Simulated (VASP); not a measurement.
# HgTe in VASP: notebook

HgTe is run at these levels: PBEsol; tasks: single point.

All numbers are computed with VASP 6.6.1; they aren't measurements. Logs are shortened: lines on timing, memory, paths and dates and some standing lists are left out, and cuts for length are marked.

## 1. The cell of the first run

It takes space group F-43m (No. 216, cubic). Conventional cell: a = 6.125 Å, b = 6.125 Å, c = 6.125 Å, α = 90.00°, β = 90.00°, γ = 90.00°. Within 3.5 Å of Hg (site symmetry -43m) lie 4 Te at 2.65 Å. Te (site symmetry -43m) has 4 Hg at 2.65 Å within 3.5 Å.

## 2. Single point, PBEsol (strain -0.050 along x and y, -0.050 along z)

INCAR

```
SYSTEM = HgTe
PREC = Accurate
ENCUT = 520
EDIFF = 1E-7
ISMEAR = 0
SIGMA = 0.15
LREAL = .False.
LASPH = .True.
NELM = 60
ALGO = Normal
ISIF = 2
LWAVE = .False.
LCHARG = .False.
GGA = PS
NBANDS = 16
```

KPOINTS

```
Automatic mesh
0
Gamma
  14 14 14
  0 0 0
```

POSCAR

```
HgTe
1.0
    0.0000000000      3.0623250000      3.0623250000
    3.0623250000      0.0000000000      3.0623250000
    3.0623250000      3.0623250000      0.0000000000
Hg Te
1 1
Direct
    0.0000000000      0.0000000000      0.0000000000
    0.7500000000      0.7500000000      0.7500000000
```

Potentials or basis: VASP PAW PBE potentials, release 64 (Hg, Te).

On the command line:

```console
> cat potpaw_PBE.64/Hg/POTCAR potpaw_PBE.64/Te/POTCAR > POTCAR
> mpirun -np 1 vasp_std > vasp.out
```

OUTCAR:

```text
SYSTEM = HgTe
   PREC = Accurate
   ENCUT = 520
   EDIFF = 1E-7
   ISMEAR = 0
   LREAL = .False.
   LASPH = .True.
   NELM = 60
   ISIF = 2
   GGA = PS

 ion  position               nearest neighbor table
   1  0.000  0.000  0.000-   2 2.65   2 2.65   2 2.65   2 2.65
   2  0.750  0.750  0.750-   1 2.65   1 2.65   1 2.65   1 2.65

  LATTYP: Found a face centered cubic cell.
 ALAT       =     6.1246500000

  Lattice vectors:

 A1 = (   0.0000000000,   3.0623250000,   3.0623250000)
 A2 = (   3.0623250000,   0.0000000000,   3.0623250000)
 A3 = (   3.0623250000,   3.0623250000,   0.0000000000)

Analysis of symmetry for initial positions (statically):
=====================================================================
 Subroutine PRICEL returns:
 Original cell was already a primitive cell.

 Routine SETGRP: Setting up the symmetry group for a
 face centered cubic supercell.

 Subroutine GETGRP returns: Found 24 space group operations
 (whereof 24 operations were pure point group operations)
 out of a pool of 48 trial point group operations.

The static configuration has the point symmetry T_d .

Analysis of symmetry for dynamics (positions and initial velocities):
=====================================================================
 Subroutine PRICEL returns:
 Original cell was already a primitive cell.

 Routine SETGRP: Setting up the symmetry group for a
 face centered cubic supercell.

 Subroutine GETGRP returns: Found 24 space group operations
 (whereof 24 operations were pure point group operations)
 out of a pool of 48 trial point group operations.

The dynamic configuration has the point symmetry T_d .

 Subroutine INISYM returns: Found 24 space group operations
 (whereof 24 operations are pure point group operations),
 and found     1 'primitive' translations

----------------------------------------------------------------------------------------

                                     Primitive cell

  volume of cell :      57.4360

  direct lattice vectors                    reciprocal lattice vectors
     0.000000000  3.062325000  3.062325000    -0.163274636  0.163274636  0.163274636
     3.062325000  0.000000000  3.062325000     0.163274636 -0.163274636  0.163274636
     3.062325000  3.062325000  0.000000000     0.163274636  0.163274636 -0.163274636

  length of vectors
     4.330781547  4.330781547  4.330781547     0.282799965  0.282799965  0.282799965

  position of ions in fractional coordinates (direct lattice)
     0.000000000  0.000000000  0.000000000
     0.750000000  0.750000000  0.750000000

  ion indices of the primitive-cell ions
   primitive index   ion index
                 1           1
                 2           2

----------------------------------------------------------------------------------------

 KPOINTS: Automatic mesh

Automatic generation of k-mesh.
 Grid dimensions read from file:
 generate k-points for:   14   14   14

 Generating k-lattice:

  Cartesian coordinates                     Fractional coordinates (reciprocal lattice)
    -0.011662474  0.011662474  0.011662474     0.071428571  0.000000000  0.000000000
     0.011662474 -0.011662474  0.011662474     0.000000000  0.071428571  0.000000000
     0.011662474  0.011662474 -0.011662474     0.000000000  0.000000000  0.071428571

  Length of vectors
     0.020199998  0.020199998  0.020199998

  Shift w.r.t. Gamma in fractional coordinates (k-lattice)
     0.000000000  0.000000000  0.000000000

 Subroutine IBZKPT returns following result:
 ===========================================

 Found    104 irreducible k-points:

 Following reciprocal coordinates:
            Coordinates               Weight
  0.000000  0.000000  0.000000      1.000000
  0.071429  0.000000  0.000000      8.000000
  0.142857  0.000000  0.000000      8.000000
  0.214286  0.000000  0.000000      8.000000
  0.285714  0.000000  0.000000      8.000000
  0.357143  0.000000  0.000000      8.000000
[... 16 lines left out ...]
  0.214286  0.142857  0.000000     24.000000
  0.285714  0.142857  0.000000     24.000000
 [... further k-points ...]
   k-points           NKPTS =    104   k-points in BZ     NKDIM =    104   number of bands    NBANDS=     16
   number of dos      NEDOS =    301   number of ions     NIONS =      2
   total plane-waves  NPLWV =  32768
   dimension x,y,z NGX =    32 NGY =   32 NGZ =   32
   dimension x,y,z NGXF=    64 NGYF=   64 NGZF=   64
   ions per type =               1   1
   NGX,Y,Z   is equivalent  to a cutoff of  12.28, 12.28, 12.28 a.u.
   NGXF,Y,Z  is equivalent  to a cutoff of  24.57, 24.57, 24.57 a.u.
 SYSTEM =  HgTe
   PREC   = accura    normal or accurate (medium, high low for compatibility)
   ISTART =      0    job   : 0-new  1-cont  2-samecut
   ICHARG =      2    charge: 1-file 2-atom 10-const
   ISPIN  =      1    spin polarized calculation?
   LNONCOLLINEAR =      F non collinear calculations
   LSORBIT =      F    spin-orbit coupling
   LASPH  =      T    aspherical Exc in radial PAW
   ENCUT  =  520.0 eV  38.22 Ry    6.18 a.u.   8.05  8.05  8.05*2*pi/ulx,y,z
   NELM   =     60;   NELMIN=  2; NELMDL= -5     # of ELM steps
   EDIFF  = 0.1E-06   stopping-criterion for ELM
   LREAL  =      F    real-space projection
   EDIFFG = 0.1E-05   stopping-criterion for IOM
   NSW    =      0    number of steps for IOM
   IBRION =     -1    ionic relax: 0-MD 1-quasi-New 2-CG
   NFREE  =      0    steps in history (QN), initial steepest desc. (CG)
   ISIF   =      2    stress and relaxation
   ISYM   =      2    0-nonsym 1-usesym 2-fastsym
   POTIM  = 0.5000    time-step for ionic-motion
   TEBEG  =    0.0;   TEEND  =   0.0 temperature during run
   PSTRESS=    0.0 pullay stress
   NELECT =      18.0000    total number of electrons
   NUPDOWN=      -1.0000    fix difference up-down
   EMIN   =  10.00;   EMAX   =-10.00  energy-range for DOS
   EFERMI =   0.00;   METHOD = LEGACY
   ISMEAR =     0;   SIGMA  =   0.15  broadening in eV -4-tet -1-fermi 0-gaus
   EFERMI_NEDOS =   21; number of points for ismear=-14 and -15
   IALGO  =     38    algorithm
   IMIX   =      4    mixing-type and parameters
     AMIX     =   0.40;   BMIX     =  1.00
     AMIX_MAG =   1.60;   BMIX_MAG =  1.00
  volume/ion in A,a.u.               =      28.72       193.80
  Fermi-wavevector in a.u.,A,eV,Ry     =   1.111999  2.101373 16.824172  1.236542
  Thomas-Fermi vector in A             =   2.248568
   LORBIT       =      0    0 simple, 1 ext, 2 COOP (PROOUT), +10 PAW based schemes
   GGA     = PS    functional components
   LHFCALC =     F    Hartree Fock is set to
   AEXX    =    0.0000 exact exchange contribution
   IVDW    =     0    specifies the selected vdW correction
   LEPSILON=     F    determine dielectric tensor
   LRPA    =     F    only Hartree local field effects (RPA)
 non-spin polarized calculation
 Gauss-broadening in eV      SIGMA  =   0.15
  energy-cutoff  :      520.00
  volume of cell :       57.44
 maximum number of plane-waves:      1572
   NGX = 17   NGY = 17   NGZ = 17

 number of electron      18.0000002 magnetization

 Free energy of the ion-electron system (eV)
  ---------------------------------------------------
  ext. energy  EPLUGINS =         0.00000000
  ---------------------------------------------------
  free energy    TOTEN  =        -3.99409849 eV

  energy without entropy =       -3.99393714  energy(sigma->0) =       -3.99401781

 E-fermi :   4.9763     XC(G=0):  -9.6939

 val. band max:        4.8588784172   @ k =   0.0000   0.0000   0.0000
 cond. band min:       5.3848421608   @ k =   0.0714   0.0000   0.0000
 fundamental gap:      0.5259637436
 Fermi energy:         4.9762933977

 k-point     1 :       0.0000    0.0000    0.0000
  band No.  band energies     occupation
      1      -8.5155      2.00000
      2      -3.6065      2.00000
      3      -3.6065      2.00000
      4      -3.6065      2.00000
      5      -2.8515      2.00000
      6      -2.8515      2.00000
[... 8 lines left out ...]
     15      14.4540      0.00000
     16      14.4540      0.00000

 k-point     2 :       0.0714    0.0000    0.0000
  band No.  band energies     occupation
      1      -8.4802      2.00000
      2      -3.6010      2.00000
      3      -3.5961      2.00000
      4      -3.5961      2.00000
      5      -2.8533      2.00000
      6      -2.8533      2.00000
[... 8 lines left out ...]
     15      13.8468      0.00000
     16      13.8468      0.00000

 k-point     3 :       0.1429    0.0000    0.0000
  band No.  band energies     occupation
      1      -8.3789      2.00000
      2      -3.5773      2.00000
      3      -3.5678      2.00000
      4      -3.5678      2.00000
      5      -2.8568      2.00000
      6      -2.8568      2.00000
[... 8 lines left out ...]
     15      13.3798      0.00000
     16      13.3798      0.00000

 k-point     4 :       0.2143    0.0000    0.0000
  band No.  band energies     occupation
      1      -8.2265      2.00000
      2      -3.5289      2.00000
      3      -3.5289      2.00000
      4      -3.5147      2.00000
      5      -2.8578      2.00000
      6      -2.8578      2.00000
[... 8 lines left out ...]
     15      13.2054      0.00000
     16      13.2054      0.00000
[... 324 lines left out ...]
 k-point    22 :       0.1429    0.1429    0.0000
  band No.  band energies     occupation
      1      -8.3327      2.00000
      2      -3.6161      2.00000
      3      -3.5305      2.00000
      4      -3.5305      2.00000
      5      -2.8831      2.00000
      6      -2.8349      2.00000
[... 8 lines left out ...]
     15      12.9279      0.00000
     16      14.6950      0.00000

 k-point    23 :       0.2143    0.1429    0.0000
  band No.  band energies     occupation
      1      -8.2185      2.00000
      2      -3.6024      2.00000
      3      -3.4885      2.00000
      4      -3.4852      2.00000
      5      -2.8925      2.00000
      6      -2.8279      2.00000
[... 8 lines left out ...]
     15      13.6194      0.00000
     16      14.4222      0.00000

 k-point    24 :       0.2857    0.1429    0.0000
  band No.  band energies     occupation
      1      -8.0643      2.00000
      2      -3.5557      2.00000
      3      -3.4438      2.00000
      4      -3.4170      2.00000
      5      -2.8889      2.00000
      6      -2.8210      2.00000
[... 8 lines left out ...]
     15      13.8318      0.00000
     16      14.3574      0.00000

 [... further k-points ...]

------------------------ aborting loop because EDIFF is reached ----------------------------------------

  FORCE on cell =-STRESS in cart. coord.  units (eV):
  Direction    XX          YY          ZZ          XY          YZ          ZX
  --------------------------------------------------------------------------------------
  -------------------------------------------------------------------------------------
  Total        4.5177590      4.5177590      4.5177590     -0.0000000     -0.0000000     -0.0000000
  in kB      126.0229981    126.0229981    126.0229981     -0.0000000     -0.0000000     -0.0000000
  external PRESSURE =     126.0229981 kB  Pullay stress =       0.0000000 kB

 VOLUME and BASIS-vectors are now :
 -----------------------------------------------------------------------------
  energy-cutoff  :      520.00
  volume of cell :       57.44
      direct lattice vectors                 reciprocal lattice vectors
     0.000000000  3.062325000  3.062325000    -0.163274636  0.163274636  0.163274636
     3.062325000  0.000000000  3.062325000     0.163274636 -0.163274636  0.163274636
     3.062325000  3.062325000  0.000000000     0.163274636  0.163274636 -0.163274636

 POSITION                                       TOTAL-FORCE (eV/Angst)
 -----------------------------------------------------------------------------------
      0.00000      0.00000      0.00000         0.000000     -0.000000      0.000000
      4.59349      4.59349      4.59349        -0.000000      0.000000     -0.000000
 -----------------------------------------------------------------------------------
    total drift:                                0.000000      0.000000      0.000000

  FREE ENERGIE OF THE ION-ELECTRON SYSTEM (eV)
  ---------------------------------------------------
  free  energy   TOTEN  =        -3.9940984856 eV

  energy  without entropy=       -3.9939371390  energy(sigma->0) =       -3.99401781
```

Wall time 72 s (1 thread of Intel Xeon 6975P-C (Granite Rapids), shared host); peak memory 0.23 GiB.

Results:

```yaml
Free_energy: -3.9941 eV
Pressure: 12.6 GPa
Band_gap_on_the_k_mesh: zero (filled and empty bands touch)
```

Caveat: the cell differs from its parent crystal (strain -0.050 along x and y, -0.050 along z); the cell stands under pressure; semilocal functionals underestimate gaps, so a narrow gap can read as zero; the PAW data sets were made with another functional, which shifts forces and pressure a little; spin-orbit coupling is left out, which moves the levels of the heavy elements.

(Continued in part 2 of 2.)
